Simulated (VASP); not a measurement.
MoS2:

```
CELL_PARAMETERS angstrom
3.18999 0.00000 0.00000
-1.59499 2.76261 0.00000
0.00000 0.00000 12.40562
ATOMIC_POSITIONS crystal
Mo 0.66667 0.33333 0.75000
Mo 0.33333 0.66667 0.25000
S 0.66667 0.33333 0.37700
S 0.33333 0.66667 0.87700
S 0.66667 0.33333 0.12300
S 0.33333 0.66667 0.62300
```

Base run:

* Program: VASP 6.6.1
* Functional: PBE
* Potentials or basis: VASP PAW PBE potentials, release 64 (Mo_sv, S)
* Cutoff: 520 eV
* k mesh: 10 × 10 × 3
* Occupations: fermi-dirac, width 0.05 eV
* Spin: no spin polarisation

Its results: band gap on the k mesh 0.96 eV, indirect (least direct gap 1.82 eV); pressure -1.0 GPa; largest force 0.381 eV/Å.

**Question.** After a change of settings the same cell gave: band gap on the k mesh 0.96 eV, indirect (least direct gap 1.82 eV); pressure -4.5 GPa; largest force 0.400 eV/Å. Which change was it?
A. functional from PBE to PBEsol
B. further incar settings from ALGO = Normal; EDIFF = 1e-06; NBANDS = 35 to ALGO = Normal; EDIFF = 1e-07; NBANDS = 35
C. functional from PBE to RPBE; dispersion from none to D3(BJ)
D. dispersion from none to D4

**Answer.** D.

Dispersion adds attraction, which lowers the pressure at fixed volume and, as a term added to the energy, leaves the levels alone.

Caveats: this functional lacks dispersion, which binds the layers, so the pressure and a relaxed spacing across them are unreliable (some runs).
